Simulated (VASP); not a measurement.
Input of a VASP 6.6.1 run:

File INCAR:

```
ALGO     = Normal         # electronic algorithm
EDIFF    = 1E-7           # SCF threshold, eV
EDIFFG   = -0.02          # ionic threshold
ENCUT    = 450            # plane-wave cutoff, eV
GGA      = PE             # functional
GGA_COMPAT= False        
IBRION   = 2              # ionic algorithm
ISIF     = 2              # what is computed and relaxed
ISMEAR   = -1             # smearing method
LASPH    = True           # aspherical terms in the spheres
LCHARG   = False          # write CHGCAR
LREAL    = False          # projectors in reciprocal space
LWAVE    = False          # write WAVECAR
NELM     = 120            # most SCF steps
NELMIN   = 4            
NSW      = 80             # ionic steps
PREC     = Accurate       # precision mode
SIGMA    = 0.02           # smearing width, eV
```

The input KPOINTS:

```
k-points
0
Gamma
  13 13 13
```

Contents of POSCAR:

```
SnSe
1.0
    0.0000000000      3.0100000000      3.0702000000
    3.0100000000      0.0000000000      3.0702000000
    3.0100000000      3.0100000000      0.0000000000
Sn Se
1 1
Direct
    0.0000000000      0.0000000000      0.0000000000
    0.5000000000      0.5000000000      0.5000000000
```

Potentials or basis: VASP PAW PBE potentials, release 64 (Sn_d, Se).

Run with:

```bash
$ cat potpaw_PBE.64/Sn_d/POTCAR potpaw_PBE.64/Se/POTCAR > POTCAR
$ mpirun -np 1 vasp_std > vasp.out
```

Predict the band gap on the k mesh.

0.40 eV (least direct gap 0.46 eV).

Final structure:
```
Sn Se
1.0
     0.00000    3.01000    3.07020
     3.01000    0.00000    3.07020
     3.01000    3.01000    0.00000
Sn Se
1 1
Cartesian
  0.0000 0.0000 0.0000
  3.0100 3.0100 3.0702
```

Caveat: the cell differs from its parent crystal (z stretched by +2 %); semilocal functionals underestimate gaps, and a narrow one can read as zero; spin-orbit coupling is left out, which moves the levels of the heavy elements. A k mesh can miss the band edges.
